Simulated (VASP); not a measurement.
A run of VASP 6.6.1 is set up as follows.

The input INCAR:

```
  PREC = Accurate
  ENCUT = 520
  EDIFF = 1E-6
  ISMEAR = -5
  SIGMA = 0.05
  LREAL = F
  LASPH = T
  NELM = 150
  ALGO = Normal
  ISIF = 2
  LWAVE = F
  LCHARG = T
  LMAXMIX = 4
  LDAU = T
  LDAUTYPE = 2
  LDAUL = 2
  LDAUU = 6
  LDAUJ = 0
  LDAUPRINT = 1
  GGA = RP
  LELF = T
  LVHAR = T
  NBANDS = 13
```

Contents of KPOINTS:

```
regular mesh
0
Gamma
  12 12 12
```

The input POSCAR:

```
Ru
1.0
    0.0000000000      1.8759073982      1.8759073982
    1.8759073982      0.0000000000      1.8759073982
    1.8759073982      1.8759073982      0.0000000000
Ru
1
Direct
    0.0000000000      0.0000000000      0.0000000000
```

Potentials or basis: VASP PAW PBE potentials, release 64 (Ru_pv).

Command:

```bash
$ cat potpaw_PBE.64/Ru_pv/POTCAR > POTCAR
$ mpirun -np 1 vasp_std > vasp.out
```

Problem. Estimate the band gap on the k mesh.

Solution. Zero (band 7 reaches 15.39 eV, above the bottom of band 8 at 11.31 eV).

Problem. Estimate the pressure.

Solution. 11.7 GPa.

Eigenvalues of the final occupation matrices:
```
    site  spin  trace               eigenvalues
site 1 d     1   3.07  0.58 0.58 0.58 0.67 0.67
site 1 d     2   3.07  0.58 0.58 0.58 0.67 0.67
```

Caveat: the PAW data sets were made with another functional, which shifts forces and pressure a little; U without spin polarisation on a metal has little footing; the U is typed as a test and isn't derived for this compound; tetrahedron occupations give inexact forces and stress in metals.
